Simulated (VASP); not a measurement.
A run of VASP 6.6.1 is set up as follows.

POSCAR

```
Bi
1.0
   -1.9681319396      1.9681319396      1.9681319396
    1.9681319396     -1.9681319396      1.9681319396
    1.9681319396      1.9681319396     -1.9681319396
Bi
1
Direct
    0.0000000000      0.0000000000      0.0000000000
```

The input INCAR.step1:

```
SYSTEM = Bi
PREC     = Accurate       ! precision mode
ENCUT    = 520            ! plane-wave cutoff, eV
EDIFF    = 1E-5           ! SCF threshold, eV
ISMEAR   = -1             ! smearing method
SIGMA    = 0.05           ! smearing width, eV
LREAL    = .FALSE.        ! projectors in reciprocal space
LASPH    = .TRUE.         ! aspherical terms in the spheres
NELM     = 80             ! most SCF steps
ALGO     = Normal         ! electronic algorithm
ISIF     = 2              ! what is computed and relaxed
LWAVE    = .TRUE.         ! write WAVECAR
LCHARG   = .FALSE.        ! write CHGCAR
GGA      = PE             ! functional
NBANDS   = 14             ! bands
```

Contents of INCAR.step2:

```
SYSTEM = Bi
PREC     = Accurate       ! precision mode
ENCUT    = 520            ! plane-wave cutoff, eV
EDIFF    = 1E-6           ! SCF threshold, eV
ISMEAR   = -1             ! smearing method
SIGMA    = 0.05           ! smearing width, eV
LREAL    = .FALSE.        ! projectors in reciprocal space
LASPH    = .TRUE.         ! aspherical terms in the spheres
NELM     = 80             ! most SCF steps
ALGO     = Normal         ! electronic algorithm
ISIF     = 2              ! what is computed and relaxed
LWAVE    = .FALSE.        ! write WAVECAR
LCHARG   = .FALSE.        ! write CHGCAR
GGA      = PE             ! functional
LHFCALC  = .TRUE.         ! exact exchange
HFSCREEN = 0.2079         ! screening, 1/A
PRECFOCK = Normal       
ISTART   = 1            
NBANDS   = 14             ! bands
```

Contents of KPOINTS:

```
regular mesh
0
G
  6 6 6
  0 0 0
```

Potentials or basis: VASP PAW PBE potentials, release 64 (Bi_d).

Launch:

```console
$ cat potpaw_PBE.64/Bi_d/POTCAR > POTCAR
$ cp INCAR.step1 INCAR
$ mpirun -np 1 vasp_std > vasp.out
$ cp INCAR.step2 INCAR
$ mpirun -np 1 vasp_std > vasp.out
```

Predict the pressure.

0.3 GPa.

Caveat: the k points lie up to 0.38 Å⁻¹ apart; the PAW data sets were made with another functional, which shifts forces and pressure a little.
